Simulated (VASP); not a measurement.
# Al (Fm-3m) in VASP: further runs, part 2 of 2

VASP 6.6.1. Earlier steps stand in the parts before.

## Step 3: Single point, r2SCAN

This run uses another cell than the first one, of 16.54 Å³/atom, 1.020 times its volume.

Contents of POSCAR:

```
Al
1.0
    0.0000000000      2.0221016523      2.0221016523
    2.0221016523      0.0000000000      2.0221016523
    2.0221016523      2.0221016523      0.0000000000
Al
1
Direct
    0.0000000000      0.0000000000      0.0000000000
```

Contents of INCAR.step1:

```
SYSTEM = Al
  ALGO = Normal
  EDIFF = 1E-4
  ENCUT = 520
  GGA = PE
  ISMEAR = 0
  LASPH = .TRUE.
  LCHARG = .FALSE.
  LREAL = .FALSE.
  LWAVE = .TRUE.
  NBANDS = 8
  NELM = 80
  PREC = Accurate
  SIGMA = 0.05
```

Contents of INCAR.step2:

```
SYSTEM = Al
  ALGO = Normal
  EDIFF = 1E-6
  ENCUT = 520
  ISIF = 2
  ISMEAR = 0
  ISTART = 1
  LASPH = .TRUE.
  LCHARG = .FALSE.
  LMIXTAU = .TRUE.
  LREAL = .FALSE.
  LWAVE = .FALSE.
  METAGGA = R2SCAN
  NBANDS = 8
  NELM = 80
  PREC = Accurate
  SIGMA = 0.05
```

Contents of KPOINTS:

```
k-points
0
G
  18 18 18
  0 0 0
```

Potentials or basis: VASP PAW PBE potentials, release 64 (Al).

The run is started by

```
cat potpaw_PBE.64/Al/POTCAR > POTCAR
cp INCAR.step1 INCAR
mpirun -np 1 vasp_std > vasp.out
cp INCAR.step2 INCAR
mpirun -np 1 vasp_std > vasp.out
```

OUTCAR:

```text
SYSTEM = Al
   EDIFF = 1E-6
   ENCUT = 520
   ISIF = 2
   ISMEAR = 0
   ISTART = 1
   LASPH = .TRUE.
   LREAL = .FALSE.
   METAGGA = R2SCAN
   NELM = 80
   PREC = Accurate

 ion  position               nearest neighbor table
   1  0.000  0.000  0.000-

  LATTYP: Found a face centered cubic cell.
 ALAT       =     4.0442033046

  Lattice vectors:

 A1 = (   0.0000000000,   2.0221016523,   2.0221016523)
 A2 = (   2.0221016523,   0.0000000000,   2.0221016523)
 A3 = (   2.0221016523,   2.0221016523,   0.0000000000)

Analysis of symmetry for initial positions (statically):
=====================================================================
 Subroutine PRICEL returns:
 Original cell was already a primitive cell.

 Routine SETGRP: Setting up the symmetry group for a
 face centered cubic supercell.

 Subroutine GETGRP returns: Found 48 space group operations
 (whereof 48 operations were pure point group operations)
 out of a pool of 48 trial point group operations.

The static configuration has the point symmetry O_h .

Analysis of symmetry for dynamics (positions and initial velocities):
=====================================================================
 Subroutine PRICEL returns:
 Original cell was already a primitive cell.

 Routine SETGRP: Setting up the symmetry group for a
 face centered cubic supercell.

 Subroutine GETGRP returns: Found 48 space group operations
 (whereof 48 operations were pure point group operations)
 out of a pool of 48 trial point group operations.

The dynamic configuration has the point symmetry O_h .

 Subroutine INISYM returns: Found 48 space group operations
 (whereof 48 operations are pure point group operations),
 and found     1 'primitive' translations

----------------------------------------------------------------------------------------

                                     Primitive cell

[... 110 lines left out ...]
  Fermi-wavevector in a.u.,A,eV,Ry     =   0.926764  1.751329 11.685917  0.858891
  Thomas-Fermi vector in A             =   2.052761
   LORBIT       =      0    0 simple, 1 ext, 2 COOP (PROOUT), +10 PAW based schemes
   METAGGA = R2SCAN    functional components
   LHFCALC =     F    Hartree Fock is set to
   AEXX    =    0.0000 exact exchange contribution
   IVDW    =     0    specifies the selected vdW correction
   LEPSILON=     F    determine dielectric tensor
   LRPA    =     F    only Hartree local field effects (RPA)
 non-spin polarized calculation
 Gauss-broadening in eV      SIGMA  =   0.05
  energy-cutoff  :      520.00
  volume of cell :       16.54
 maximum number of plane-waves:       459
 NGX is ok and might be reduce to    24

 number of electron       3.0000000 magnetization

 Free energy of the ion-electron system (eV)
  ---------------------------------------------------
  ext. energy  EPLUGINS =         0.00000000
  ---------------------------------------------------
  free energy    TOTEN  =        -6.72779701 eV

  energy without entropy =       -6.72689202  energy(sigma->0) =       -6.72734451

 E-fermi :   7.9856     XC(G=0): -10.8981

 val. band max:        7.9725978564   @ k =   0.5000   0.4444   0.0556
 cond. band min:       7.9869565103   @ k =  -0.4444   0.3333   0.1111
 fundamental gap:      0.0143586539
 Fermi energy:         7.9855666551

 k-point     1 :       0.0000    0.0000    0.0000
  band No.  band energies     occupation
      1      -3.8285      2.00000
      2      21.3038      0.00000
      3      21.3038      0.00000
      4      21.3038      0.00000
      5      23.1836      0.00000
      6      23.1836      0.00000
      7      23.1836      0.00000
      8      25.3402      0.00000
[... 243 lines left out ...]
 k-point    24 :      -0.2222    0.0556    0.0000
  band No.  band energies     occupation
      1      -2.0860      2.00000
      2      12.0732      0.00000
      3      17.8856      0.00000
      4      20.9059      0.00000
      5      22.7678      0.00000
      6      23.8910      0.00000
      7      24.3768      0.00000
      8      26.6794      0.00000

 [... further k-points ...]

------------------------ aborting loop because EDIFF is reached ----------------------------------------

  FORCE on cell =-STRESS in cart. coord.  units (eV):
  Direction    XX          YY          ZZ          XY          YZ          ZX
  --------------------------------------------------------------------------------------
  -------------------------------------------------------------------------------------
  Total       -0.3690563     -0.3690563     -0.3690563     -0.0000000     -0.0000000      0.0000000
  in kB      -35.7572640    -35.7572640    -35.7572640     -0.0000000     -0.0000000      0.0000000
  external PRESSURE =     -35.7572640 kB  Pullay stress =       0.0000000 kB

 VOLUME and BASIS-vectors are now :
 -----------------------------------------------------------------------------
  energy-cutoff  :      520.00
  volume of cell :       16.54
      direct lattice vectors                 reciprocal lattice vectors
     0.000000000  2.022101652  2.022101652    -0.247267490  0.247267490  0.247267490
     2.022101652  0.000000000  2.022101652     0.247267490 -0.247267490  0.247267490
     2.022101652  2.022101652  0.000000000     0.247267490  0.247267490 -0.247267490

 POSITION                                       TOTAL-FORCE (eV/Angst)
 -----------------------------------------------------------------------------------
      0.00000      0.00000      0.00000         0.000000      0.000000      0.000000
 -----------------------------------------------------------------------------------
    total drift:                                0.000000     -0.000000      0.000000

  FREE ENERGIE OF THE ION-ELECTRON SYSTEM (eV)
  ---------------------------------------------------
  free  energy   TOTEN  =        -6.7277970063 eV

  energy  without entropy=       -6.7268920206  energy(sigma->0) =       -6.72734451
```

OUTCAR.step1:

```text
SYSTEM = Al
   EDIFF = 1E-4
   ENCUT = 520
   GGA = PE
   ISMEAR = 0
   LASPH = .TRUE.
[... 482 lines left out ...]
 -----------------------------------------------------------------------------------
      0.00000      0.00000      0.00000         0.000000     -0.000000     -0.000000
 -----------------------------------------------------------------------------------
    total drift:                               -0.000000      0.000000      0.000000

  FREE ENERGIE OF THE ION-ELECTRON SYSTEM (eV)
  ---------------------------------------------------
  free  energy   TOTEN  =        -3.7432385703 eV

  energy  without entropy=       -3.7421455027  energy(sigma->0) =       -3.74269204
```

OSZICAR.step1:

```text
N       E                     dE             d eps       ncg     rms          rms(c)
DAV:   1    -0.238305031722E+01   -0.23831E+01   -0.84642E+02  3144   0.202E+02
DAV:   2    -0.375833606615E+01   -0.13753E+01   -0.13393E+01  4360   0.184E+01
DAV:   3    -0.376562441415E+01   -0.72883E-02   -0.72131E-02  3888   0.147E+00
DAV:   4    -0.376564260909E+01   -0.18195E-04   -0.18195E-04  4920   0.655E-02
DAV:   5    -0.376564264831E+01   -0.39220E-07   -0.38361E-07  4080   0.184E-03    0.130E+00
DAV:   6    -0.375268102402E+01    0.12962E-01   -0.16612E-03  4272   0.194E-01    0.755E-01
DAV:   7    -0.374324375852E+01    0.94373E-02   -0.49558E-03  4008   0.314E-01    0.146E-01
DAV:   8    -0.374323857033E+01    0.51882E-05   -0.13448E-05  4088   0.264E-02
   1 F= -.37432386E+01 E0= -.37426920E+01  d E =-.109307E-02
```

Run time: 80 s. Hardware: 1 thread of Intel Xeon Platinum 8259CL at 2.50GHz (Skylake/Cascade Lake), shared host; peak memory 0.15 GiB.

Results:

* Free energy: -6.7278 eV
* Pressure: -3.6 GPa

Caveat: the PAW data sets were made with another functional, which shifts forces and pressure a little.

## Step 4: Single point, r2SCAN

Contents of POSCAR:

```
Al
1.0
    0.0000000000      2.0219049733      2.0219049733
    2.0219049733      0.0000000000      2.0219049733
    2.0219049733      2.0219049733      0.0000000000
Al
1
Direct
    0.0000000000      0.0000000000      0.0000000000
```

Contents of INCAR.step1:

```
SYSTEM = Al
  PREC = Accurate
  ENCUT = 520
  ISMEAR = 0
  SIGMA = 0.05
  LREAL = .FALSE.
  LASPH = .TRUE.
  NELM = 60
  NBANDS = 8
  GGA = PE
  ALGO = Normal
  EDIFF = 1E-4
  LWAVE = .TRUE.
  LCHARG = .FALSE.
```

Contents of INCAR.step2:

```
SYSTEM = Al
  PREC = Accurate
  ENCUT = 520
  EDIFF = 1E-6
  ISMEAR = 0
  SIGMA = 0.05
  LREAL = .FALSE.
  LASPH = .TRUE.
  NELM = 60
  ALGO = Normal
  ISIF = 2
  LWAVE = .FALSE.
  LCHARG = .TRUE.
  METAGGA = R2SCAN
  LMIXTAU = .TRUE.
  LELF = .TRUE.
  LVHAR = .TRUE.
  NBANDS = 8
  ISTART = 1
```

Contents of KPOINTS:

```
Automatic mesh
0
G
  18 18 18
  0 0 0
```

The run is started by

```
cat potpaw_PBE.64/Al/POTCAR > POTCAR
cp INCAR.step1 INCAR
mpirun -np 1 vasp_std > vasp.out
cp INCAR.step2 INCAR
mpirun -np 1 vasp_std > vasp.out
```

It took 70 s on 1 thread of Intel Xeon Platinum 8259CL at 2.50GHz (Skylake/Cascade Lake), shared host; peak memory 0.15 GiB.

It converged, with:

| Property | Result |
| --- | --- |
| Free energy | -6.7279 eV |
| Pressure | -3.6 GPa |

Levels at points of the mesh, in eV from the Fermi level:
```csv
k point,band 1,band 2,band 3,band 4,band 5,band 6
"(0.00, 0.00, 0.00)",-11.82,13.32,13.32,13.32,15.20,15.20
"(0.50, 0.00, 0.00)",-4.98,-4.52,12.08,12.08,12.30,12.30
"(0.50, 0.50, 0.00)",-3.15,-1.64,5.47,6.00,6.00,9.89
```

Caveat: the PAW data sets were made with another functional, which shifts forces and pressure a little.

## Step 5: Overview

```csv
cell,gap on the mesh (eV),pressure (GPa)
"a = 2.841 Å, angles 60.0°, 1 atom",none,-2.0
"a = 2.860 Å, angles 60.0°, 1 atom",none,-3.6
"a = 2.859 Å, angles 60.0°, 1 atom",none,-3.6
```

Alike in all rows: task single point; level r2SCAN; potentials or basis VASP PAW PBE potentials, release 64 (Al); no spin polarisation; k mesh 18 × 18 × 18; cutoff (eV) 520; smearing gaussian 0.05 eV.

Caveats: the PAW data sets were made with another functional, which shifts forces and pressure a little.

Absolute energies hang on the potentials; compare differences alone.
